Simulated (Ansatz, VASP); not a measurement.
# InAs: VASP beside Ansatz

```xyz
2
Lattice="0.0000 3.2659 3.2659 3.2659 0.0000 3.2659 3.2659 3.2659 0.0000" Properties=species:S:1:pos:R:3 pbc="T T T"
In    0.0000    0.0000    0.0000
As    4.8989    4.8989    4.8989
```

Change from the starting cell: strain +0.080 along x and y, +0.080 along z, atoms carried along.

Alike in both runs: task single point; functional PBE; k mesh 14 × 14 × 14; occupations gaussian, width 0.15 eV; no spin polarisation.

```csv
,VASP,Ansatz
version,VASP 6.6.1,Ansatz 0.2.0
potentials or method,"VASP PAW PBE potentials, release 64 (In_d, As), cutoff 520 eV","scalar-relativistic, plane waves, PAW"
valence electrons in the cell,18,28
```

```tsv
	VASP	Ansatz	Ansatz less VASP
gap on the k mesh at the Fermi level (eV)	none	none	-
pressure (GPa)	-5.3	-5.3	0.00
```

A gap of «none» marks a metal or a gap that the smearing closes. With one functional, cell and mesh, what is left measures potentials, basis and numerics. VASP's potentials hold 18 valence electrons a cell and Ansatz's 28, so a difference there can come from the potentials and not from the codes.
